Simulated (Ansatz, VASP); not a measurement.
One calculation of Si2C, two programs

```
Si C
1.0
     3.14816    0.00000    0.00000
     0.00000    3.14816    0.00000
     0.00000    0.00000    5.11704
Si C
2 1
Direct
  0.50000 0.00000 0.50000
  0.00000 0.50000 0.50000
  0.00000 0.00000 0.00000
```

Alike in both runs: task single point; functional PBE; k mesh 6 × 6 × 4; occupations gaussian, width 0.1 eV; no spin polarisation.

|  | VASP | Ansatz |
| --- | --- | --- |
| version | VASP 6.6.1 | Ansatz 0.2.0 |
| potentials or method | VASP PAW PBE potentials, release 64 (Si, C), cutoff 520 eV | scalar-relativistic, plane waves, PAW |
| valence electrons in the cell | 12 | 12 |

```csv
,VASP,Ansatz,Ansatz less VASP
gap on the k mesh at the Fermi level (eV),none,none,-
pressure (GPa),8.8,8.8,+0.07
"traceless stress, the component that is largest in VASP (GPa)",-33.02,-33.08,-0.061
```

A gap of «none» marks a metal or a gap that the smearing closes. The functional is the same, so the differences come from potentials, cutoffs and numerics.
